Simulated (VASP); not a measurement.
Wanted: the native input for a VASP 6.6.1 run.

| Quantity | Value |
| --- | --- |
| Task | single point |
| Functional | PBE-based screened hybrid with 100 % exact exchange |
| Potentials or basis | VASP PAW PBE potentials, release 64 (K_sv, Br) |
| Cutoff | 520 eV |
| k mesh | 4 × 4 × 4 |
| Occupations | gaussian, width 0.01 eV |
| Spin | no spin polarisation |
| Dipole correction | no |
| Grid for exact exchange (PRECFOCK) | Normal |
| Share of exact exchange | 1 |
| Further INCAR settings | ALGO = Normal; EDIFF = 1e-07; NBANDS = 15 |
| Screening parameter | 0.1 1/Å |

KBr:

```
K Br
1.0
     0.00000    3.68830    3.68830
     3.68830    0.00000    3.68830
     3.68830    3.68830    0.00000
K Br
1 1
Direct
  0.00000 0.00000 0.00000
  0.25000 0.25000 0.25000
```

The input as run:

POSCAR

```
KBr
1.0
    0.0000000000      3.6882992926      3.6882992926
    3.6882992926      0.0000000000      3.6882992926
    3.6882992926      3.6882992926      0.0000000000
K Br
1 1
Direct
    0.0000000000      0.0000000000      0.0000000000
    0.2500000000      0.2500000000      0.2500000000
```

INCAR.step1

```
SYSTEM = KBr
PREC = Accurate
ENCUT = 520
EDIFF = 1E-5
ISMEAR = 0
SIGMA = 0.01
LREAL = .FALSE.
LASPH = .TRUE.
NELM = 80
ALGO = Normal
ISIF = 2
LWAVE = .TRUE.
GGA = PE
NBANDS = 15
```

INCAR.step2

```
SYSTEM = KBr
PREC = Accurate
ENCUT = 520
EDIFF = 1E-7
ISMEAR = 0
SIGMA = 0.01
LREAL = .FALSE.
LASPH = .TRUE.
NELM = 80
ALGO = Normal
ISIF = 2
LWAVE = .FALSE.
LCHARG = .TRUE.
GGA = PE
LHFCALC = .TRUE.
AEXX = 1.0
HFSCREEN = 0.1
PRECFOCK = Normal
LELF = .TRUE.
LVHAR = .TRUE.
ISTART = 1
NBANDS = 15
ALDAC = 1.0
AGGAC = 1.0
```

KPOINTS

```
regular mesh
0
G
  4 4 4
  0 0 0
```

Potentials or basis: VASP PAW PBE potentials, release 64 (K_sv, Br).

Run with:

```sh
$ cat potpaw_PBE.64/K_sv/POTCAR potpaw_PBE.64/Br/POTCAR > POTCAR
$ cp INCAR.step1 INCAR
$ mpirun -np 1 vasp_std > vasp.out
$ cp INCAR.step2 INCAR
$ mpirun -np 1 vasp_std > vasp.out
```

Results of the run:

The pressure is -0.3 GPa and the band gap on the k mesh is 10.41 eV (least direct gap 10.41 eV).

Caveat: the PAW data sets were made with another functional, which shifts forces and pressure a little.

Run time: 17 min on 1 thread of AMD EPYC 7R13 Processor (Zen 3), on a shared host, peak memory 0.33 GiB.
